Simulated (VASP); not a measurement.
Here is a VASP 6.6.1 calculation.

INCAR

```
PREC     = Accurate       # precision mode
ENCUT    = 520            # plane-wave cutoff, eV
EDIFF    = 1E-7           # SCF threshold, eV
ISMEAR   = -1             # smearing method
SIGMA    = 0.1            # smearing width, eV
LREAL    = F              # projectors in reciprocal space
LASPH    = T              # aspherical terms in the spheres
NELM     = 60             # most SCF steps
ALGO     = Normal         # electronic algorithm
ISIF     = 2              # what is computed and relaxed
LWAVE    = F              # write WAVECAR
LCHARG   = T              # write CHGCAR
GGA      = RE             # functional
LELF     = T              # ELF
LVHAR    = T            
NBANDS   = 44             # bands
```

KPOINTS

```
regular mesh
0
Gamma
  8 8 10
```

File POSCAR:

```
Lu
1.0
    5.4280595776      0.0000000000      0.0000000000
   -2.7140297888      4.7008374874      0.0000000000
    0.0000000000      0.0000000000      3.3991700337
Lu
3
Direct
    0.0000000000      0.0000000000      1.0000000000
    0.3333333333      0.6666666667      0.5000000000
    0.6666666667      0.3333333333      0.5000000000
```

Potentials or basis: VASP PAW PBE potentials, release 64 (Lu).

Launch:

```console
$ cat potpaw_PBE.64/Lu/POTCAR > POTCAR
$ mpirun -np 1 vasp_std > vasp.out
```

(1) Predict the pressure.

(2) Predict the band gap on the k mesh.

## Answers

(1) 1.9 GPa.

(2) zero (an odd number of electrons rules out a gap without spin polarisation).

Caveat: the PAW data sets were made with another functional, which shifts forces and pressure a little; spin-orbit coupling is left out, which moves the levels of the heavy elements.
